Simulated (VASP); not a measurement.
# Y3NbO2 (P-4m2) in VASP: a series of runs

Y3NbO2 is run at these levels: PBE; tasks: single point, relaxation of cell and atoms.

Everything below comes from runs of VASP 6.6.1. Logs are shortened: lines on timing, memory, paths and dates and some standing lists are left out, and cuts for length are marked.

## 1. The cell of the first run

The structure is tetragonal, space group P-4m2 (No. 115). Conventional cell: a = 3.608 Å, b = 3.608 Å, c = 7.948 Å, α = 90.00°, β = 90.00°, γ = 90.00°. Y (site symmetry -4m2) has 4 Nb at 2.55 Å and 4 O at 2.76 Å and 8 Y at 3.51 to 3.61 Å within 3.7 Å. Within 3.7 Å of Y (site symmetry 2mm) lie 5 O at 2.71 to 2.85 Å and 10 Y at 3.20 to 3.61 Å and 2 Nb at 3.51 Å. Nb (site symmetry -4m2) has 8 Y at 2.55 to 3.51 Å and 4 O at 2.76 Å and 4 Nb at 3.61 Å within 3.7 Å. O (site symmetry 2mm) has 7 Y at 2.71 to 2.85 Å and 2 Nb at 2.76 Å and 4 O at 3.61 Å within 3.7 Å.

The cell was built from a structure type or drawn by symmetry, and may not be a known phase.

## 2. Single point, PBE

Input file INCAR:

```
SYSTEM = Y3NbO2
PREC = Accurate ; ENCUT = 520
EDIFF = 1E-7 ; ISMEAR = 0
SIGMA = 0.1 ; LREAL = .FALSE.
LASPH = .TRUE. ; NELM = 60
ALGO = Normal ; ISIF = 2
LWAVE = .FALSE. ; LCHARG = .FALSE.
GGA = PE ; NBANDS = 38
```

Input file KPOINTS:

```
Automatic mesh
0
G
  6 6 2
  0 0 0
```

Input file POSCAR:

```
Y3NbO2
1.0
    3.6079116000      0.0000000000      0.0000000000
    0.0000000000      3.6079116000      0.0000000000
    0.0000000000      0.0000000000      7.9483032000
Y Nb O
3 1 2
Direct
    0.5000000000      0.5000000000      0.0000000000
    0.0000000000      0.5000000000      0.3786259900
    0.5000000000      0.0000000000      0.6213740100
    0.0000000000      0.0000000000      0.0000000000
    0.0000000000      0.5000000000      0.7376120100
    0.5000000000      0.0000000000      0.2623879900
```

Potentials or basis: VASP PAW PBE potentials, release 64 (Y_sv, Nb_sv, O).

On the command line:

```
$ cat potpaw_PBE.64/Y_sv/POTCAR potpaw_PBE.64/Nb_sv/POTCAR potpaw_PBE.64/O/POTCAR > POTCAR
$ mpirun -np 1 vasp_std > vasp.out
```

OUTCAR:

```text
SYSTEM = Y3NbO2
   PREC = Accurate
   ENCUT = 520
   EDIFF = 1E-7
   ISMEAR = 0
   LREAL = .FALSE.
   LASPH = .TRUE.
   NELM = 60
   ISIF = 2
   GGA = PE

 ion  position               nearest neighbor table
   1  0.500  0.500  0.000-   4 2.55   4 2.55   4 2.55   4 2.55   6 2.76   6 2.76   5 2.76   5 2.76
                             2 3.51   3 3.51   3 3.51   2 3.51
   2  0.000  0.500  0.379-   6 2.71   6 2.71   6 2.71   6 2.71   5 2.85   3 3.20   3 3.20   3 3.20
                             3 3.20   1 3.51   4 3.51   4 3.51   1 3.51
   3  0.500  0.000  0.621-   5 2.71   5 2.71   5 2.71   5 2.71   6 2.85   2 3.20   2 3.20   2 3.20
                             2 3.20   4 3.51   1 3.51   4 3.51   1 3.51
   4  0.000  0.000  0.000-   1 2.55   1 2.55   1 2.55   1 2.55   2 3.51   3 3.51   3 3.51   2 3.51

   5  0.000  0.500  0.738-   3 2.71   3 2.71   3 2.71   3 2.71   1 2.76   1 2.76   2 2.85
   6  0.500  0.000  0.262-   2 2.71   2 2.71   2 2.71   2 2.71   1 2.76   1 2.76   3 2.85

  LATTYP: Found a simple tetragonal cell.
 ALAT       =     3.6079116000
 C/A-ratio  =     2.2030204953

  Lattice vectors:

 A1 = (   3.6079116000,   0.0000000000,   0.0000000000)
 A2 = (   0.0000000000,   3.6079116000,   0.0000000000)
 A3 = (   0.0000000000,   0.0000000000,   7.9483032000)

Analysis of symmetry for initial positions (statically):
=====================================================================
 Subroutine PRICEL returns:
 Original cell was already a primitive cell.

 Routine SETGRP: Setting up the symmetry group for a
 simple tetragonal supercell.

 Subroutine GETGRP returns: Found  8 space group operations
 (whereof  8 operations were pure point group operations)
 out of a pool of 16 trial point group operations.

The static configuration has the point symmetry D_2d.

Analysis of symmetry for dynamics (positions and initial velocities):
=====================================================================
 Subroutine PRICEL returns:
 Original cell was already a primitive cell.

 Routine SETGRP: Setting up the symmetry group for a
 simple tetragonal supercell.

 Subroutine GETGRP returns: Found  8 space group operations
 (whereof  8 operations were pure point group operations)
 out of a pool of 16 trial point group operations.

The dynamic configuration has the point symmetry D_2d.

 Subroutine INISYM returns: Found  8 space group operations
 (whereof  8 operations are pure point group operations),
 and found     1 'primitive' translations

----------------------------------------------------------------------------------------

                                     Primitive cell

  volume of cell :     103.4633

  direct lattice vectors                    reciprocal lattice vectors
     3.607911600  0.000000000  0.000000000     0.277168653  0.000000000  0.000000000
     0.000000000  3.607911600  0.000000000     0.000000000  0.277168653  0.000000000
     0.000000000  0.000000000  7.948303200     0.000000000  0.000000000  0.125813016

  length of vectors
     3.607911600  3.607911600  7.948303200     0.277168653  0.277168653  0.125813016

  position of ions in fractional coordinates (direct lattice)
     0.500000000  0.500000000  0.000000000
     0.000000000  0.500000000  0.378625990
     0.500000000  0.000000000  0.621374010
     0.000000000  0.000000000  0.000000000
     0.000000000  0.500000000  0.737612010
     0.500000000  0.000000000  0.262387990

  ion indices of the primitive-cell ions
   primitive index   ion index
                 1           1
                 2           2
                 3           3
                 4           4
                 5           5
                 6           6

----------------------------------------------------------------------------------------

 KPOINTS: Automatic mesh

Automatic generation of k-mesh.
 Grid dimensions read from file:
 generate k-points for:    6    6    2

 Generating k-lattice:

  Cartesian coordinates                     Fractional coordinates (reciprocal lattice)
     0.046194776  0.000000000  0.000000000     0.166666667  0.000000000  0.000000000
     0.000000000  0.046194776  0.000000000     0.000000000  0.166666667  0.000000000
     0.000000000  0.000000000  0.062906508     0.000000000  0.000000000  0.500000000

  Length of vectors
     0.046194776  0.046194776  0.062906508

  Shift w.r.t. Gamma in fractional coordinates (k-lattice)
     0.000000000  0.000000000  0.000000000

 Subroutine IBZKPT returns following result:
 ===========================================

 Found     20 irreducible k-points:

 Following reciprocal coordinates:
            Coordinates               Weight
  0.000000  0.000000  0.000000      1.000000
  0.166667  0.000000  0.000000      4.000000
  0.333333  0.000000  0.000000      4.000000
  0.500000  0.000000  0.000000      2.000000
  0.166667  0.166667  0.000000      4.000000
  0.333333  0.166667  0.000000      8.000000
[... 12 lines left out ...]
  0.500000  0.333333  0.500000      4.000000
  0.500000  0.500000  0.500000      1.000000
   k-points           NKPTS =     20   k-points in BZ     NKDIM =     20   number of bands    NBANDS=     38
   number of dos      NEDOS =    301   number of ions     NIONS =      6
   total plane-waves  NPLWV =  47040
   dimension x,y,z NGX =    28 NGY =   28 NGZ =   60
   dimension x,y,z NGXF=    56 NGYF=   56 NGZF=  120
   ions per type =               3   1   2
   NGX,Y,Z   is equivalent  to a cutoff of  12.90, 12.90, 12.55 a.u.
   NGXF,Y,Z  is equivalent  to a cutoff of  25.80, 25.80, 25.10 a.u.
 SYSTEM =  Y3NbO2
   PREC   = accura    normal or accurate (medium, high low for compatibility)
   ISTART =      0    job   : 0-new  1-cont  2-samecut
   ICHARG =      2    charge: 1-file 2-atom 10-const
   ISPIN  =      1    spin polarized calculation?
   LNONCOLLINEAR =      F non collinear calculations
   LSORBIT =      F    spin-orbit coupling
   LASPH  =      T    aspherical Exc in radial PAW
   ENCUT  =  520.0 eV  38.22 Ry    6.18 a.u.   6.71  6.71 14.78*2*pi/ulx,y,z
   NELM   =     60;   NELMIN=  2; NELMDL= -5     # of ELM steps
   EDIFF  = 0.1E-06   stopping-criterion for ELM
   LREAL  =      F    real-space projection
   EDIFFG = 0.1E-05   stopping-criterion for IOM
   NSW    =      0    number of steps for IOM
   IBRION =     -1    ionic relax: 0-MD 1-quasi-New 2-CG
   NFREE  =      0    steps in history (QN), initial steepest desc. (CG)
   ISIF   =      2    stress and relaxation
   ISYM   =      2    0-nonsym 1-usesym 2-fastsym
   POTIM  = 0.5000    time-step for ionic-motion
   TEBEG  =    0.0;   TEEND  =   0.0 temperature during run
   PSTRESS=    0.0 pullay stress
   NELECT =      58.0000    total number of electrons
   NUPDOWN=      -1.0000    fix difference up-down
   EMIN   =  10.00;   EMAX   =-10.00  energy-range for DOS
   EFERMI =   0.00;   METHOD = LEGACY
   ISMEAR =     0;   SIGMA  =   0.10  broadening in eV -4-tet -1-fermi 0-gaus
   EFERMI_NEDOS =   21; number of points for ismear=-14 and -15
   IALGO  =     38    algorithm
   IMIX   =      4    mixing-type and parameters
     AMIX     =   0.40;   BMIX     =  1.00
     AMIX_MAG =   1.60;   BMIX_MAG =  1.00
  volume/ion in A,a.u.               =      17.24       116.37
  Fermi-wavevector in a.u.,A,eV,Ry     =   1.349860  2.550866 24.791479  1.822122
  Thomas-Fermi vector in A             =   2.477412
   LORBIT       =      0    0 simple, 1 ext, 2 COOP (PROOUT), +10 PAW based schemes
   GGA     = PE    functional components
   LHFCALC =     F    Hartree Fock is set to
   AEXX    =    0.0000 exact exchange contribution
   IVDW    =     0    specifies the selected vdW correction
   LEPSILON=     F    determine dielectric tensor
   LRPA    =     F    only Hartree local field effects (RPA)
 non-spin polarized calculation
 Gauss-broadening in eV      SIGMA  =   0.10
  energy-cutoff  :      520.00
  volume of cell :      103.46
 maximum number of plane-waves:      2807
 NGX is ok and might be reduce to    28
   NGX = 13   NGY = 13   NGZ = 29

 number of electron      58.0000011 magnetization

 Free energy of the ion-electron system (eV)
  ---------------------------------------------------
  ext. energy  EPLUGINS =         0.00000000
  ---------------------------------------------------
  free energy    TOTEN  =       -42.79412746 eV

  energy without entropy =      -42.77621886  energy(sigma->0) =      -42.78517316

 E-fermi :   6.1704     XC(G=0): -11.1495

 val. band max:        6.1649166719   @ k =   0.5000   0.5000   0.5000
 cond. band min:       6.2477972615   @ k =   0.3333   0.1667   0.0000
 fundamental gap:      0.0828805896
 Fermi energy:         6.1704458818

 k-point     1 :       0.0000    0.0000    0.0000
  band No.  band energies     occupation
      1     -48.6168      2.00000
      2     -36.3273      2.00000
      3     -36.1556      2.00000
      4     -35.4189      2.00000
      5     -24.9461      2.00000
      6     -24.9461      2.00000
[... 30 lines left out ...]
     37       8.8129      0.00000
     38       9.4228      0.00000

 k-point     2 :       0.1667    0.0000    0.0000
  band No.  band energies     occupation
      1     -48.6129      2.00000
      2     -36.3104      2.00000
      3     -36.1616      2.00000
      4     -35.4334      2.00000
      5     -24.9217      2.00000
      6     -24.9169      2.00000
[... 30 lines left out ...]
     37       8.8447      0.00000
     38       9.4344      0.00000

 k-point     3 :       0.3333    0.0000    0.0000
  band No.  band energies     occupation
      1     -48.6049      2.00000
      2     -36.2682      2.00000
      3     -36.1820      2.00000
      4     -35.4623      2.00000
      5     -24.8719      2.00000
      6     -24.8563      2.00000
[... 30 lines left out ...]
     37       9.1599      0.00000
[... 617 lines left out ...]
 k-point    19 :       0.5000    0.3333    0.5000
  band No.  band energies     occupation
      1     -48.5931      2.00000
      2     -36.2035      2.00000
      3     -36.2034      2.00000
      4     -35.4260      2.00000
      5     -25.0688      2.00000
      6     -25.0624      2.00000
[... 30 lines left out ...]
     37      10.0459      0.00000
     38      10.3251      0.00000

 k-point    20 :       0.5000    0.5000    0.5000
  band No.  band energies     occupation
      1     -48.5905      2.00000
      2     -36.1980      2.00000
      3     -36.1980      2.00000
      4     -35.4087      2.00000
      5     -25.1395      2.00000
      6     -25.1395      2.00000
[... 30 lines left out ...]
     37      10.1448      0.00000
     38      11.5487      0.00000

------------------------ aborting loop because EDIFF is reached ----------------------------------------

  FORCE on cell =-STRESS in cart. coord.  units (eV):
  Direction    XX          YY          ZZ          XY          YZ          ZX
  --------------------------------------------------------------------------------------
  -------------------------------------------------------------------------------------
  Total        6.7665993      6.7665993     -4.0651291      0.0000000      0.0000000      0.0000000
  in kB      104.7839678    104.7839678    -62.9504333      0.0000000      0.0000000      0.0000000
  external PRESSURE =      48.8725008 kB  Pullay stress =       0.0000000 kB

 VOLUME and BASIS-vectors are now :
 -----------------------------------------------------------------------------
  energy-cutoff  :      520.00
  volume of cell :      103.46
      direct lattice vectors                 reciprocal lattice vectors
     3.607911600  0.000000000  0.000000000     0.277168653  0.000000000  0.000000000
     0.000000000  3.607911600  0.000000000     0.000000000  0.277168653  0.000000000
     0.000000000  0.000000000  7.948303200     0.000000000  0.000000000  0.125813016

 POSITION                                       TOTAL-FORCE (eV/Angst)
 -----------------------------------------------------------------------------------
      1.80396      1.80396      0.00000         0.000000      0.000000      0.000000
      0.00000      1.80396      3.00943         0.000000     -0.000000     -2.253349
      1.80396      0.00000      4.93887        -0.000000     -0.000000      2.253349
      0.00000      0.00000      0.00000        -0.000000     -0.000000      0.000000
      0.00000      1.80396      5.86276         0.000000     -0.000000     -0.139076
      1.80396      0.00000      2.08554         0.000000     -0.000000      0.139076
 -----------------------------------------------------------------------------------
    total drift:                                0.000000      0.000000     -0.000000

  FREE ENERGIE OF THE ION-ELECTRON SYSTEM (eV)
  ---------------------------------------------------
  free  energy   TOTEN  =       -42.7941274570 eV

  energy  without entropy=      -42.7762188633  energy(sigma->0) =      -42.78517316
```

Run time: 71 s. Hardware: 1 thread of AMD EPYC 9R45 (Zen 5), shared host; peak memory 0.23 GiB.

Results:

```
Free energy            : -42.7941 eV
Pressure               : 4.9 GPa
Largest force          : 2.253 eV/Å
Band gap on the k mesh : zero (bands 29 and 30 overlap by 1.28 eV)
```

Forces on the atoms (eV/Å):
```
Y    0.000  0.000  0.000
Y    0.000  0.000 -2.253
Y    0.000  0.000  2.253
Nb   0.000  0.000  0.000
O    0.000  0.000 -0.139
O    0.000  0.000  0.139
```

Levels at points of the mesh, in eV from the Fermi level:
```csv
k point,band 26,band 27,band 28,band 29,band 30,band 31,band 32,band 33
"(0.00, 0.00, 0.00)",-2.86,-2.59,-1.61,-1.19,0.24,0.24,1.23,1.62
"(0.50, 0.00, 0.00)",-1.03,-0.46,-0.12,0.75,0.91,1.33,1.36,1.80
"(0.50, 0.50, 0.00)",-1.46,-1.14,-0.98,-0.19,-0.07,1.63,1.63,1.81
"(0.00, 0.00, 0.50)",-2.59,-2.37,-1.13,-0.83,-0.54,0.14,0.14,1.20
"(0.50, 0.00, 0.50)",-1.00,0.12,0.15,0.37,0.51,1.15,1.36,1.42
"(0.50, 0.50, 0.50)",-2.00,-1.13,-0.98,-0.07,-0.01,1.85,2.04,2.58
```

Caveat: the k points lie up to 0.40 Å⁻¹ apart, too coarse for converged energies and pressures of a metal; forces of over 1 eV/Å act on the atoms, so gaps and moduli don't describe the material at rest.

(Continued in part 2 of 3.)
